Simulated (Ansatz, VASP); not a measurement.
InSbH5: VASP beside Ansatz

```
In Sb H
1.0
    15.00000    0.00000    0.00000
     0.00000   13.60000    0.00000
     0.00000    0.00000   13.90000
In Sb H
2 2 10
Direct
  0.44182 0.46637 0.36167
  0.63177 0.51354 0.64103
  0.57671 0.38171 0.47792
  0.38331 0.62002 0.51157
  0.48045 0.54965 0.27722
  0.33951 0.40738 0.36023
  0.53013 0.27026 0.50523
  0.64838 0.33575 0.39350
  0.52060 0.55799 0.64271
  0.70627 0.58813 0.57879
  0.66322 0.43329 0.73157
  0.44064 0.72246 0.54548
  0.33840 0.59288 0.62091
  0.29186 0.68382 0.47024
```

Alike in both runs: functional PBE; k mesh 1 × 1 × 1; occupations gaussian, width 0.05 eV; no spin polarisation.

Ansatz relaxed the structure, and its values are those at the end. VASP's run is a single point on that final structure, the one shown.

```csv
,VASP,Ansatz
version,VASP 6.6.1,Ansatz 0.2.0
potentials or method,"VASP PAW PBE potentials, release 64 (In_d, Sb_d_GW, H), cutoff 400 eV","scalar-relativistic, plane waves, PAW"
valence electrons in the cell,66,66
```

```tsv
	VASP	Ansatz	Ansatz less VASP
gap on the k mesh at the Fermi level (eV)	3.86	3.86	-0.001
rms of the force components (eV/Å)	0.012	0.010	-0.0019
```

Ansatz's warnings: xc potential rough in thin density.

Spin-orbit coupling is off throughout.
